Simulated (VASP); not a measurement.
A run of VASP 6.6.1 is set up as follows.

INCAR

```
ALGO = Normal
EDIFF = 1E-6
ENCUT = 520
GGA = PE
ISIF = 2
ISMEAR = 0
IVDW = 12
LASPH = T
LCHARG = F
LREAL = F
LWAVE = F
NBANDS = 16
NELM = 100
PREC = Accurate
SIGMA = 0.05
```

File KPOINTS:

```
k-points
0
Gamma
  12 12 4
```

Contents of POSCAR:

```
BN
1.0
    2.5061233057      0.0000000000      0.0000000000
   -1.2530616528      2.1703664477      0.0000000000
    0.0000000000      0.0000000000      6.5973571420
B N
2 2
Direct
   -0.1105804046     -0.2211608093      0.4272435932
    0.3333333333      0.6666666667      0.0000000000
    0.0000000000      0.0000000000      0.0000000000
    0.6666666667      0.3333333333      0.5000000000
```

Potentials or basis: VASP PAW PBE potentials, release 64 (B, N).

Run with:

```bash
$ cat potpaw_PBE.64/B/POTCAR potpaw_PBE.64/N/POTCAR > POTCAR
$ mpirun -np 1 vasp_std > vasp.out
```

(1) What does it give for the dispersion energy per atom?

(2) Predict the pressure.

(3) What does it give for the band gap on the k mesh?

## Answers

(1) -0.144 eV.

(2) 42.6 GPa.

(3) 0.35 eV, indirect (least direct gap 1.53 eV).

Caveat: the cell differs from its parent crystal (atom 1 (B) moved by -0.480 Å along [1 2 0] and -0.480 Å along [0 0 1]); forces of over 1 eV/Å act on the atoms, so gaps and moduli don't describe the material at rest.
